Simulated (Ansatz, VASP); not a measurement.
This is a calculation of CaO for Ansatz 0.2.0.

The input input.yaml:

```yaml
crystal:
  lattice:
    - [0.0, 2.403555696, 2.403555696]
    - [2.403555696, 0.0, 2.403555696]
    - [2.403555696, 2.403555696, 0.0]
  atoms:
    - { symbol: Ca, position: [0.0, 0.0, 0.0] }
    - { symbol: O, position: [0.5, 0.5, 0.5] }
kpoints:
  mp_grid: { grid: [5, 5, 5] }
scf:
  occupations: { method: fermi_dirac, width: 0.05 }
hamiltonian:
  xc: { preset: hse06, exx: { coeff: 0.4, omega: 0.2 } }
  pseudopotentials: { kind: all_electron, datasets: crystal }
output:
  forces: true
  stress: true
```

Potentials or basis: all-electron PAW datasets made for the crystal.

Command:

```sh
$ ansatz run input.yaml --threads 1 --pin off --max-ram 3072MiB --backend cpu --events-out ev --progress --plain --runs-dir out
```

Q: Translate it to VASP 6.6.1. Potentials there: VASP PAW PBE potentials, release 64 (Ca_sv, O).

A: As run (the cutoff follows the program's own potentials):

POSCAR

```
CaO
1.0
    0.0000000000      2.4035556960      2.4035556960
    2.4035556960      0.0000000000      2.4035556960
    2.4035556960      2.4035556960      0.0000000000
Ca O
1 1
Direct
    0.0000000000      0.0000000000      0.0000000000
    0.5000000000      0.5000000000      0.5000000000
```

The input INCAR.step1:

```
  PREC = Accurate
  ENCUT = 520
  EDIFF = 1E-5
  ISMEAR = -1
  SIGMA = 0.05
  LREAL = F
  LASPH = T
  NELM = 100
  ALGO = Normal
  ISIF = 2
  LWAVE = T
  LCHARG = F
  GGA = PE
  NBANDS = 15
```

INCAR.step2

```
  PREC = Accurate
  ENCUT = 520
  EDIFF = 1E-6
  ISMEAR = -1
  SIGMA = 0.05
  LREAL = F
  LASPH = T
  NELM = 100
  ALGO = Normal
  ISIF = 2
  LWAVE = F
  LCHARG = F
  GGA = PE
  LHFCALC = T
  AEXX = 0.4
  HFSCREEN = 0.2
  PRECFOCK = Normal
  ISTART = 1
  NBANDS = 15
```

Contents of KPOINTS:

```
regular mesh
0
Gamma
  5 5 5
```

Potentials or basis: VASP PAW PBE potentials, release 64 (Ca_sv, O).

The run is started by

```console
$ cat potpaw_PBE.64/Ca_sv/POTCAR potpaw_PBE.64/O/POTCAR > POTCAR
$ cp INCAR.step1 INCAR
$ mpirun -np 1 vasp_std > vasp.out
$ cp INCAR.step2 INCAR
$ mpirun -np 1 vasp_std > vasp.out
```

Both were run:

|  | VASP | Ansatz | Ansatz less VASP |
| --- | --- | --- | --- |
| gap on the k mesh at the Fermi level (eV) | 6.59 | 6.60 | +0.014 |
| least direct gap on the mesh (eV) | 7.03 | 7.04 | +0.014 |
| pressure (GPa) | -1.2 | -2.0 | -0.78 |

VASP's potentials were made for PBE, not for PBE-based screened hybrid. Ansatz ran all-electron here, and VASP with PAW potentials.

The k mesh is coarse, so the values compare programs but aren't converged.
